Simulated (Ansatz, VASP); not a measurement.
**Two plane-wave programs on BAs**

INCAR

```
  PREC = Accurate
  ENCUT = 520
  EDIFF = 1E-8
  ISMEAR = -1
  SIGMA = 0.03
  LREAL = False
  LASPH = True
  NELM = 100
  ALGO = Normal
  ISIF = 2
  LWAVE = False
  LCHARG = False
  GGA = PE
  LEFG = True
  NBANDS = 11
```

The input KPOINTS:

```
Automatic mesh
0
Gamma
  10 10 10
```

POSCAR

```
BAs
1.0
    0.0000000000      2.3264692894      2.3264692894
    2.3264692894      0.0000000000      2.3264692894
    2.3264692894      2.3264692894      0.0000000000
B As
1 1
Direct
    0.7500000000      0.7500000000      0.7500000000
    0.0000000000      0.0000000000      0.0000000000
```

Input for Ansatz:

```yaml
crystal:
  lattice:
    - [0.0, 2.3264692894, 2.3264692894]
    - [2.3264692894, 0.0, 2.3264692894]
    - [2.3264692894, 2.3264692894, 0.0]
  atoms:
    - { symbol: B, position: [0.75, 0.75, 0.75] }
    - { symbol: As, position: [0.0, 0.0, 0.0] }
kpoints:
  mp_grid: { grid: [10, 10, 10] }
  band_path:
    path:
      - [0.0, 0.0, 0.0]
      - [-0.5, -0.5, 0.0]
      - [-0.375, -0.375, 0.25]
      - [-0.375, 0.0, 0.375]
      - [0.0, 0.0, 0.0]
      - [0.0, 0.0, 0.5]
      - [-0.5, -0.25, 0.25]
      - [-0.5, -0.5, 0.0]
    npoints: 6
scf:
  occupations: { method: fermi_dirac, width: 0.03 }
hamiltonian:
  xc: pbe
  pseudopotentials: { kind: paw }
output:
  forces: true
  stress: true
  eigenvalues: true
  efg: { contact_densities: true }
  populations: true
```

Change from the starting cell: volume scaled by 0.9, PAW files.

Alike in both runs: task electric field gradients; functional PBE; k mesh 10 × 10 × 10; occupations fermi-dirac, width 0.03 eV; no spin polarisation.

```csv
,VASP,Ansatz
version,VASP 6.6.1,Ansatz 0.2.0
potentials or method,"VASP PAW PBE potentials, release 64 (B, As)","PAW with Ansatz's default frozen-core files, scalar-relativistic"
plane-wave cutoff (eV),520,420
valence electrons in the cell,8,18
```

|  | VASP | Ansatz | Ansatz less VASP |
| --- | --- | --- | --- |
| pressure (GPa) | 16.9 | 16.0 | -0.97 |

The functional is the same, so the differences come from potentials, cutoffs and numerics. VASP's potentials hold 8 valence electrons a cell and Ansatz's 18, so a difference there can come from the potentials and not from the codes.
